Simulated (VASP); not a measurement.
# ZnS (F-43m) in VASP: further runs

Runs on ZnS. Level: r2SCAN. Tasks: single point, relaxation of cell and atoms.

Everything below comes from runs of VASP 6.6.1. Logs are shortened: lines on timing, memory, paths and dates and some standing lists are left out, and cuts for length are marked.

## 1. The cell of the first run

It takes space group F-43m (No. 216, cubic). Conventional cell: a = 5.391 Å, b = 5.391 Å, c = 5.391 Å, α = 90.00°, β = 90.00°, γ = 90.00°. Within 3.1 Å of Zn (site symmetry -43m) lie 4 S at 2.33 Å. S (site symmetry -43m) has 4 Zn at 2.33 Å within 3.1 Å.

## 2. Single point, r2SCAN

Contents of POSCAR:

```
ZnS
1.0
    0.0000000000      2.6953735394      2.6953735394
    2.6953735394      0.0000000000      2.6953735394
    2.6953735394      2.6953735394      0.0000000000
Zn S
1 1
Direct
    0.0000000000      0.0000000000      0.0000000000
    0.7500000000      0.7500000000      0.7500000000
```

Contents of INCAR.step1:

```
SYSTEM = ZnS
PREC     = Accurate       ! precision mode
ENCUT    = 520            ! plane-wave cutoff, eV
ISMEAR   = 0              ! smearing method
SIGMA    = 0.02           ! smearing width, eV
LREAL    = .False.        ! projectors in reciprocal space
LASPH    = .True.         ! aspherical terms in the spheres
NELM     = 80             ! most SCF steps
NBANDS   = 16             ! bands
GGA      = PE             ! functional
ALGO     = Normal         ! electronic algorithm
EDIFF    = 1E-4           ! SCF threshold, eV
LWAVE    = .True.         ! write WAVECAR
LCHARG   = .False.        ! write CHGCAR
```

Contents of INCAR.step2:

```
SYSTEM = ZnS
PREC     = Accurate       ! precision mode
ENCUT    = 520            ! plane-wave cutoff, eV
EDIFF    = 1E-7           ! SCF threshold, eV
ISMEAR   = 0              ! smearing method
SIGMA    = 0.02           ! smearing width, eV
LREAL    = .False.        ! projectors in reciprocal space
LASPH    = .True.         ! aspherical terms in the spheres
NELM     = 80             ! most SCF steps
ALGO     = Normal         ! electronic algorithm
ISIF     = 2              ! what is computed and relaxed
LWAVE    = .False.        ! write WAVECAR
LCHARG   = .False.        ! write CHGCAR
METAGGA  = R2SCAN         ! meta-GGA
LMIXTAU  = .True.       
NBANDS   = 16             ! bands
ISTART   = 1
```

Contents of KPOINTS:

```
regular mesh
0
Gamma
  6 6 6
  0 0 0
```

Potentials or basis: VASP PAW PBE potentials, release 64 (Zn, S).

On the command line:

```console
$ cat potpaw_PBE.64/Zn/POTCAR potpaw_PBE.64/S/POTCAR > POTCAR
$ cp INCAR.step1 INCAR
$ mpirun -np 1 vasp_std > vasp.out
$ cp INCAR.step2 INCAR
$ mpirun -np 1 vasp_std > vasp.out
```

OUTCAR:

```text
SYSTEM = ZnS
   PREC = Accurate
   ENCUT = 520
   EDIFF = 1E-7
   ISMEAR = 0
   LREAL = .False.
   LASPH = .True.
   NELM = 80
   ISIF = 2
   METAGGA = R2SCAN
   ISTART = 1

 ion  position               nearest neighbor table
   1  0.000  0.000  0.000-   2 2.33   2 2.33   2 2.33   2 2.33
   2  0.750  0.750  0.750-   1 2.33   1 2.33   1 2.33   1 2.33

  LATTYP: Found a face centered cubic cell.
 ALAT       =     5.3907470788

  Lattice vectors:

 A1 = (   0.0000000000,   2.6953735394,   2.6953735394)
 A2 = (   2.6953735394,   0.0000000000,   2.6953735394)
 A3 = (   2.6953735394,   2.6953735394,   0.0000000000)

Analysis of symmetry for initial positions (statically):
=====================================================================
 Subroutine PRICEL returns:
 Original cell was already a primitive cell.

 Routine SETGRP: Setting up the symmetry group for a
 face centered cubic supercell.

 Subroutine GETGRP returns: Found 24 space group operations
 (whereof 24 operations were pure point group operations)
 out of a pool of 48 trial point group operations.

The static configuration has the point symmetry T_d .

Analysis of symmetry for dynamics (positions and initial velocities):
=====================================================================
 Subroutine PRICEL returns:
 Original cell was already a primitive cell.

 Routine SETGRP: Setting up the symmetry group for a
 face centered cubic supercell.

 Subroutine GETGRP returns: Found 24 space group operations
 (whereof 24 operations were pure point group operations)
 out of a pool of 48 trial point group operations.

The dynamic configuration has the point symmetry T_d .

 Subroutine INISYM returns: Found 24 space group operations
 (whereof 24 operations are pure point group operations),
 and found     1 'primitive' translations

----------------------------------------------------------------------------------------

                                     Primitive cell

  volume of cell :      39.1640

  direct lattice vectors                    reciprocal lattice vectors
     0.000000000  2.695373539  2.695373539    -0.185503045  0.185503045  0.185503045
     2.695373539  0.000000000  2.695373539     0.185503045 -0.185503045  0.185503045
     2.695373539  2.695373539  0.000000000     0.185503045  0.185503045 -0.185503045

  length of vectors
     3.811833815  3.811833815  3.811833815     0.321300700  0.321300700  0.321300700

  position of ions in fractional coordinates (direct lattice)
     0.000000000  0.000000000  0.000000000
     0.750000000  0.750000000  0.750000000

  ion indices of the primitive-cell ions
   primitive index   ion index
                 1           1
                 2           2

----------------------------------------------------------------------------------------

 KPOINTS: regular mesh

Automatic generation of k-mesh.
 Grid dimensions read from file:
 generate k-points for:    6    6    6

 Generating k-lattice:

  Cartesian coordinates                     Fractional coordinates (reciprocal lattice)
    -0.030917174  0.030917174  0.030917174     0.166666667  0.000000000  0.000000000
     0.030917174 -0.030917174  0.030917174     0.000000000  0.166666667  0.000000000
     0.030917174  0.030917174 -0.030917174     0.000000000  0.000000000  0.166666667

  Length of vectors
     0.053550117  0.053550117  0.053550117

  Shift w.r.t. Gamma in fractional coordinates (k-lattice)
     0.000000000  0.000000000  0.000000000

 Subroutine IBZKPT returns following result:
 ===========================================

 Found     16 irreducible k-points:

 Following reciprocal coordinates:
            Coordinates               Weight
  0.000000  0.000000  0.000000      1.000000
  0.166667  0.000000  0.000000      8.000000
  0.333333  0.000000  0.000000      8.000000
  0.500000  0.000000  0.000000      4.000000
  0.166667  0.166667  0.000000      6.000000
  0.333333  0.166667  0.000000     24.000000
[... 8 lines left out ...]
 -0.333333  0.333333  0.166667     24.000000
 -0.333333  0.500000  0.166667     12.000000
   k-points           NKPTS =     16   k-points in BZ     NKDIM =     16   number of bands    NBANDS=     16
   number of dos      NEDOS =    301   number of ions     NIONS =      2
   total plane-waves  NPLWV =  21952
   dimension x,y,z NGX =    28 NGY =   28 NGZ =   28
   dimension x,y,z NGXF=    56 NGYF=   56 NGZF=   56
   ions per type =               1   1
   NGX,Y,Z   is equivalent  to a cutoff of  12.21, 12.21, 12.21 a.u.
   NGXF,Y,Z  is equivalent  to a cutoff of  24.42, 24.42, 24.42 a.u.
 SYSTEM =  ZnS
   PREC   = accura    normal or accurate (medium, high low for compatibility)
   ISTART =      1    job   : 0-new  1-cont  2-samecut
   ICHARG =      0    charge: 1-file 2-atom 10-const
   ISPIN  =      1    spin polarized calculation?
   LNONCOLLINEAR =      F non collinear calculations
   LSORBIT =      F    spin-orbit coupling
   LASPH  =      T    aspherical Exc in radial PAW
   ENCUT  =  520.0 eV  38.22 Ry    6.18 a.u.   7.09  7.09  7.09*2*pi/ulx,y,z
   NELM   =     80;   NELMIN=  2; NELMDL=  0     # of ELM steps
   EDIFF  = 0.1E-06   stopping-criterion for ELM
   LREAL  =      F    real-space projection
   EDIFFG = 0.1E-05   stopping-criterion for IOM
   NSW    =      0    number of steps for IOM
   IBRION =     -1    ionic relax: 0-MD 1-quasi-New 2-CG
   NFREE  =      0    steps in history (QN), initial steepest desc. (CG)
   ISIF   =      2    stress and relaxation
   ISYM   =      2    0-nonsym 1-usesym 2-fastsym
   POTIM  = 0.5000    time-step for ionic-motion
   TEBEG  =    0.0;   TEEND  =   0.0 temperature during run
   PSTRESS=    0.0 pullay stress
   NELECT =      18.0000    total number of electrons
   NUPDOWN=      -1.0000    fix difference up-down
   EMIN   =  10.00;   EMAX   =-10.00  energy-range for DOS
   EFERMI =   0.00;   METHOD = LEGACY
   ISMEAR =     0;   SIGMA  =   0.02  broadening in eV -4-tet -1-fermi 0-gaus
   EFERMI_NEDOS =   21; number of points for ismear=-14 and -15
   IALGO  =     38    algorithm
   IMIX   =      4    mixing-type and parameters
     AMIX     =   0.40;   BMIX     =  1.00
     AMIX_MAG =   1.60;   BMIX_MAG =  1.00
  volume/ion in A,a.u.               =      19.58       132.15
  Fermi-wavevector in a.u.,A,eV,Ry     =   1.263388  2.387457 21.716925  1.596149
  Thomas-Fermi vector in A             =   2.396747
   LORBIT       =      0    0 simple, 1 ext, 2 COOP (PROOUT), +10 PAW based schemes
   METAGGA = R2SCAN    functional components
   LHFCALC =     F    Hartree Fock is set to
   AEXX    =    0.0000 exact exchange contribution
   IVDW    =     0    specifies the selected vdW correction
   LEPSILON=     F    determine dielectric tensor
   LRPA    =     F    only Hartree local field effects (RPA)
 non-spin polarized calculation
 Gauss-broadening in eV      SIGMA  =   0.02
  energy-cutoff  :      520.00
  volume of cell :       39.16
 maximum number of plane-waves:      1067
   NGX = 15   NGY = 15   NGZ = 15

 number of electron      18.0000005 magnetization

 Free energy of the ion-electron system (eV)
  ---------------------------------------------------
  ext. energy  EPLUGINS =         0.00000000
  ---------------------------------------------------
  free energy    TOTEN  =       -18.86388489 eV

  energy without entropy =      -18.86388489  energy(sigma->0) =      -18.86388489

 E-fermi :   2.0416     XC(G=0): -10.3208

 val. band max:        1.9019570010   @ k =   0.0000   0.0000   0.0000
 cond. band min:       4.6103468815   @ k =   0.0000   0.0000   0.0000
 fundamental gap:      2.7083898805
 Fermi energy:         2.0416148353

 k-point     1 :       0.0000    0.0000    0.0000
  band No.  band energies     occupation
      1     -11.8262      2.00000
      2      -4.6285      2.00000
      3      -4.6285      2.00000
      4      -4.6284      2.00000
      5      -4.0732      2.00000
      6      -4.0732      2.00000
[... 8 lines left out ...]
     15      14.2137      0.00000
     16      14.4845      0.00000

 k-point     2 :       0.1667    0.0000    0.0000
  band No.  band energies     occupation
      1     -11.6165      2.00000
      2      -4.6177      2.00000
      3      -4.5906      2.00000
      4      -4.5906      2.00000
      5      -4.0750      2.00000
      6      -4.0750      2.00000
[... 8 lines left out ...]
     15      13.4001      0.00000
     16      15.2707      0.00000

 k-point     3 :       0.3333    0.0000    0.0000
  band No.  band energies     occupation
      1     -11.1415      2.00000
      2      -4.5259      2.00000
      3      -4.5259      2.00000
      4      -4.4475      2.00000
      5      -4.0615      2.00000
      6      -4.0615      2.00000
[... 8 lines left out ...]
     15      14.0764      0.00000
     16      14.3807      0.00000

 k-point     4 :       0.5000    0.0000    0.0000
  band No.  band energies     occupation
      1     -10.8671      2.00000
      2      -4.5016      2.00000
      3      -4.5016      2.00000
      4      -4.0432      2.00000
      5      -4.0432      2.00000
      6      -3.8728      2.00000
[... 8 lines left out ...]
     15      15.9820      0.00000
     16      15.9821      0.00000
[... 172 lines left out ...]
 k-point    14 :       0.5000    0.3333    0.1667
  band No.  band energies     occupation
      1     -10.8118      2.00000
      2      -4.5211      2.00000
      3      -4.4307      2.00000
      4      -4.3053      2.00000
      5      -4.0496      2.00000
      6      -4.0015      2.00000
[... 8 lines left out ...]
     15      16.6461      0.00000
     16      17.3154      0.00000

 k-point    15 :      -0.3333    0.3333    0.1667
  band No.  band energies     occupation
      1     -10.6249      2.00000
      2      -4.4793      2.00000
      3      -4.3864      2.00000
      4      -4.1337      2.00000
      5      -4.0860      2.00000
      6      -3.7593      2.00000
[... 8 lines left out ...]
     15      16.4440      0.00000
     16      17.1195      0.00000

 k-point    16 :      -0.3333    0.5000    0.1667
  band No.  band energies     occupation
      1     -10.5390      2.00000
      2      -4.5167      2.00000
      3      -4.3081      2.00000
      4      -4.2099      2.00000
      5      -4.0503      2.00000
      6      -3.7159      2.00000
[... 8 lines left out ...]
     15      16.5228      0.00000
     16      17.5909      0.00000

------------------------ aborting loop because EDIFF is reached ----------------------------------------

  FORCE on cell =-STRESS in cart. coord.  units (eV):
  Direction    XX          YY          ZZ          XY          YZ          ZX
  --------------------------------------------------------------------------------------
  -------------------------------------------------------------------------------------
  Total       -0.0054373     -0.0054373     -0.0054373      0.0000000      0.0000000      0.0000000
  in kB       -0.2224355     -0.2224355     -0.2224355      0.0000000      0.0000000      0.0000000
  external PRESSURE =      -0.2224355 kB  Pullay stress =       0.0000000 kB

 VOLUME and BASIS-vectors are now :
 -----------------------------------------------------------------------------
  energy-cutoff  :      520.00
  volume of cell :       39.16
      direct lattice vectors                 reciprocal lattice vectors
     0.000000000  2.695373539  2.695373539    -0.185503045  0.185503045  0.185503045
     2.695373539  0.000000000  2.695373539     0.185503045 -0.185503045  0.185503045
     2.695373539  2.695373539  0.000000000     0.185503045  0.185503045 -0.185503045

 POSITION                                       TOTAL-FORCE (eV/Angst)
 -----------------------------------------------------------------------------------
      0.00000      0.00000      0.00000        -0.000000     -0.000000     -0.000000
      4.04306      4.04306      4.04306         0.000000      0.000000      0.000000
 -----------------------------------------------------------------------------------
    total drift:                               -0.000011     -0.000011     -0.000011

  FREE ENERGIE OF THE ION-ELECTRON SYSTEM (eV)
  ---------------------------------------------------
  free  energy   TOTEN  =       -18.8638848944 eV

  energy  without entropy=      -18.8638848944  energy(sigma->0) =      -18.86388489
```

It took 24 s on 1 thread of Intel Xeon 6975P-C (Granite Rapids), shared host; peak memory 0.16 GiB.

What came out:

| Item | Value |
| --- | --- |
| Free energy | -18.8639 eV |
| Pressure | 0.0 GPa |
| Band gap on the k mesh | 2.71 eV |

Levels at points of the mesh, in eV from the valence-band top:
| k point | band 6 | band 7 | band 8 | band 9 | band 10 | band 11 | band 12 | band 13 |
| --- | --- | --- | --- | --- | --- | --- | --- | --- |
| (0.00, 0.00, 0.00) | -5.98 | 0.00 | 0.00 | 0.00 | 2.71 | 6.90 | 6.90 | 6.90 |
| (0.50, 0.00, 0.00) | -5.77 | -5.45 | -0.90 | -0.90 | 3.83 | 7.39 | 7.39 | 9.44 |
| (0.50, 0.50, 0.00) | -5.76 | -4.64 | -2.31 | -2.31 | 3.71 | 4.48 | 11.82 | 12.87 |

Caveat: the PAW data sets were made with another functional, which shifts forces and pressure a little.

## 3. Single point, r2SCAN

Contents of POSCAR:

```
ZnS
1.0
    0.0000000000      2.6952604459      2.6952604459
    2.6952604459      0.0000000000      2.6952604459
    2.6952604459      2.6952604459      0.0000000000
Zn S
1 1
Direct
    0.0000000000      0.0000000000      0.0000000000
    0.7500000000      0.7500000000      0.7500000000
```

Contents of INCAR.step1:

```
SYSTEM = ZnS
  ALGO = Normal
  EDIFF = 1E-4
  ENCUT = 520
  GGA = PE
  ISMEAR = 0
  LASPH = .TRUE.
  LCHARG = .FALSE.
  LREAL = .FALSE.
  LWAVE = .TRUE.
  NBANDS = 16
  NELM = 60
  PREC = Accurate
  SIGMA = 0.01
```

Contents of INCAR.step2:

```
SYSTEM = ZnS
  ALGO = Normal
  EDIFF = 1E-7
  ENCUT = 520
  ISIF = 2
  ISMEAR = 0
  ISTART = 1
  LASPH = .TRUE.
  LCHARG = .FALSE.
  LMIXTAU = .TRUE.
  LREAL = .FALSE.
  LWAVE = .FALSE.
  METAGGA = R2SCAN
  NBANDS = 16
  NELM = 60
  PREC = Accurate
  SIGMA = 0.01
```

Contents of KPOINTS:

```
k-points
0
G
  8 8 8
  0 0 0
```

Potentials or basis: VASP PAW PBE potentials, release 64 (Zn, S).

On the command line:

```console
$ cat potpaw_PBE.64/Zn/POTCAR potpaw_PBE.64/S/POTCAR > POTCAR
$ cp INCAR.step1 INCAR
$ mpirun -np 1 vasp_std > vasp.out
$ cp INCAR.step2 INCAR
$ mpirun -np 1 vasp_std > vasp.out
```

OUTCAR:

```text
SYSTEM = ZnS
   EDIFF = 1E-7
   ENCUT = 520
   ISIF = 2
   ISMEAR = 0
   ISTART = 1
   LASPH = .TRUE.
   LREAL = .FALSE.
   METAGGA = R2SCAN
   NELM = 60
   PREC = Accurate

 ion  position               nearest neighbor table
   1  0.000  0.000  0.000-   2 2.33   2 2.33   2 2.33   2 2.33
   2  0.750  0.750  0.750-   1 2.33   1 2.33   1 2.33   1 2.33

  LATTYP: Found a face centered cubic cell.
 ALAT       =     5.3905208918

  Lattice vectors:

 A1 = (   0.0000000000,   2.6952604459,   2.6952604459)
 A2 = (   2.6952604459,   0.0000000000,   2.6952604459)
 A3 = (   2.6952604459,   2.6952604459,   0.0000000000)

Analysis of symmetry for initial positions (statically):
=====================================================================
 Subroutine PRICEL returns:
 Original cell was already a primitive cell.

 Routine SETGRP: Setting up the symmetry group for a
 face centered cubic supercell.

 Subroutine GETGRP returns: Found 24 space group operations
 (whereof 24 operations were pure point group operations)
 out of a pool of 48 trial point group operations.

The static configuration has the point symmetry T_d .
[... 160 lines left out ...]

 E-fermi :   1.9712     XC(G=0): -10.3221

 val. band max:        1.9014006818   @ k =   0.0000   0.0000   0.0000
 cond. band min:       4.6110736126   @ k =   0.0000   0.0000   0.0000
 fundamental gap:      2.7096729308
 Fermi energy:         1.9712238274

 k-point     1 :       0.0000    0.0000    0.0000
  band No.  band energies     occupation
      1     -11.8279      2.00000
      2      -4.6281      2.00000
      3      -4.6281      2.00000
      4      -4.6280      2.00000
      5      -4.0724      2.00000
      6      -4.0724      2.00000
[... 433 lines left out ...]
      3      -4.4264      2.00000
      4      -4.1329      2.00000
      5      -4.0612      2.00000
      6      -3.8036      2.00000
[... 8 lines left out ...]
     15      16.0802      0.00000
     16      16.9484      0.00000

 [... further k-points ...]

------------------------ aborting loop because EDIFF is reached ----------------------------------------

  FORCE on cell =-STRESS in cart. coord.  units (eV):
  Direction    XX          YY          ZZ          XY          YZ          ZX
  --------------------------------------------------------------------------------------
  -------------------------------------------------------------------------------------
  Total       -0.0072952     -0.0072952     -0.0072952      0.0000000      0.0000000      0.0000000
  in kB       -0.2984815     -0.2984815     -0.2984815      0.0000000      0.0000000      0.0000000
  external PRESSURE =      -0.2984815 kB  Pullay stress =       0.0000000 kB

 VOLUME and BASIS-vectors are now :
 -----------------------------------------------------------------------------
  energy-cutoff  :      520.00
  volume of cell :       39.16
      direct lattice vectors                 reciprocal lattice vectors
     0.000000000  2.695260446  2.695260446    -0.185510829  0.185510829  0.185510829
     2.695260446  0.000000000  2.695260446     0.185510829 -0.185510829  0.185510829
     2.695260446  2.695260446  0.000000000     0.185510829  0.185510829 -0.185510829

 POSITION                                       TOTAL-FORCE (eV/Angst)
 -----------------------------------------------------------------------------------
      0.00000      0.00000      0.00000        -0.000000     -0.000000     -0.000000
      4.04289      4.04289      4.04289         0.000000      0.000000      0.000000
 -----------------------------------------------------------------------------------
    total drift:                               -0.000011     -0.000011     -0.000011

  FREE ENERGIE OF THE ION-ELECTRON SYSTEM (eV)
  ---------------------------------------------------
  free  energy   TOTEN  =       -18.8662176438 eV

  energy  without entropy=      -18.8662176438  energy(sigma->0) =      -18.86621764
```

OSZICAR.step1:

```text
N       E                     dE             d eps       ncg     rms          rms(c)
DAV:   1     0.888268893557E+02    0.88827E+02   -0.90201E+03   936   0.135E+03
DAV:   2    -0.163197750641E+01   -0.90459E+02   -0.85182E+02  1072   0.259E+02
DAV:   3    -0.721115091213E+01   -0.55792E+01   -0.55563E+01  1136   0.630E+01
DAV:   4    -0.727021696435E+01   -0.59066E-01   -0.59051E-01  1136   0.681E+00
DAV:   5    -0.727088874063E+01   -0.67178E-03   -0.67176E-03  1168   0.691E-01    0.697E+00
DAV:   6    -0.686404562652E+01    0.40684E+00   -0.73368E-01  1352   0.301E+01    0.544E+00
DAV:   7    -0.684359061084E+01    0.20455E-01   -0.25444E-01  1104   0.455E+00    0.275E+00
DAV:   8    -0.684285891192E+01    0.73170E-03   -0.51381E-03  1168   0.885E-01    0.724E-01
DAV:   9    -0.684309181334E+01   -0.23290E-03   -0.12674E-03  1120   0.283E-01    0.983E-02
DAV:  10    -0.684326219715E+01   -0.17038E-03   -0.23607E-04  1096   0.124E-01    0.471E-02
DAV:  11    -0.684325250406E+01    0.96931E-05   -0.30111E-05   592   0.621E-02
   1 F= -.68432525E+01 E0= -.68432525E+01  d E =-.262968E-53
```

Run time: 40 s. Hardware: 1 thread of Intel Xeon 6975P-C (Granite Rapids), shared host; peak memory 0.17 GiB.

Results:

- Free energy: -18.8662 eV
- Pressure: 0.0 GPa
- Band gap on the k mesh: 2.71 eV

Caveat: the PAW data sets were made with another functional, which shifts forces and pressure a little.

[end of part 1 of 2]
